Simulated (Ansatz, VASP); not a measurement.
**One calculation of Al3Pd, two programs**

```
Al Pd
1.0
     3.94691    0.00000    0.00000
     0.00000    3.94691    0.00000
     0.00000    0.00000    3.94691
Al Pd
3 1
Cartesian
  0.0000 1.9735 1.9735
  1.9735 0.0000 1.9735
  1.9735 1.9735 0.0000
  0.0000 0.0000 0.0000
```

Alike in both runs: task single point; functional PBE; k mesh 14 × 14 × 14; occupations gaussian, width 0.1 eV; no spin polarisation.

|  | VASP | Ansatz |
| --- | --- | --- |
| version | VASP 6.6.1 | Ansatz 0.2.0 |
| potentials or method | VASP PAW PBE potentials, release 64 (Al, Pd), cutoff 520 eV | scalar-relativistic, plane waves, PAW |
| valence electrons in the cell | 19 | 27 |

```csv
,VASP,Ansatz,Ansatz less VASP
gap on the k mesh at the Fermi level (eV),none,none,-
pressure (GPa),1.2,1.2,+0.03
```

A gap of «none» marks a metal or a gap that the smearing closes. With one functional, cell and mesh, what is left measures potentials, basis and numerics. VASP's potentials hold 19 valence electrons a cell and Ansatz's 27, so a difference there can come from the potentials and not from the codes.
